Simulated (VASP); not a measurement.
Set up this calculation in VASP 6.6.1, as the native input.

| Quantity | Value |
| --- | --- |
| Task | single point |
| Functional | PBE |
| Potentials or basis | VASP PAW PBE potentials, release 64 (K_sv, Se, Sc_sv) |
| Cutoff | 520 eV |
| k mesh | 6 × 4 × 2 |
| Occupations | gaussian, width 0.01 eV |
| Spin | no spin polarisation |
| Dipole correction | no |
| Further INCAR settings | ALGO = Normal; EDIFF = 1e-07; NBANDS = 42 |

The structure of KScSe2 lies in POSCAR:

```
KScSe2
1.0
    3.9312865498      0.0000000000      0.0000000000
    0.0000000000      5.9303423772      0.0000000000
    0.0000000000      0.0000000000      9.1861965403
K Se Sc
2 4 2
Direct
    0.0000000000      0.0000000000      0.8918243125
    0.5000000000      0.5000000000      0.1081756875
    0.0000000000      0.5000000000      0.8082447932
    0.5000000000      0.0000000000      0.1917552068
    0.0000000000      0.5000000000      0.4060193436
    0.5000000000      0.0000000000      0.5939806564
    0.0000000000      0.0000000000      0.3873383417
    0.5000000000      0.5000000000      0.6126616583
```

The input as run:

INCAR

```
SYSTEM = KScSe2
PREC = Accurate
ENCUT = 520
EDIFF = 1E-7
ISMEAR = 0
SIGMA = 0.01
LREAL = .False.
LASPH = .True.
NELM = 80
ALGO = Normal
ISIF = 2
LWAVE = .False.
LCHARG = .False.
GGA = PE
NBANDS = 42
```

KPOINTS

```
Automatic mesh
0
Gamma
  6 4 2
  0 0 0
```

Potentials or basis: VASP PAW PBE potentials, release 64 (K_sv, Se, Sc_sv).

Launch:

```console
$ cat potpaw_PBE.64/K_sv/POTCAR potpaw_PBE.64/Se/POTCAR potpaw_PBE.64/Sc_sv/POTCAR > POTCAR
$ mpirun -np 1 vasp_std > vasp.out
```

It gave:

- Pressure: 0.1 GPa
- Largest force: 0.016 eV/Å
- Band gap on the k mesh: 1.35 eV (least direct gap 1.42 eV)

It took 7.9 min on 1 thread of Intel Xeon 8259CL, on a shared host, peak memory 0.43 GiB.
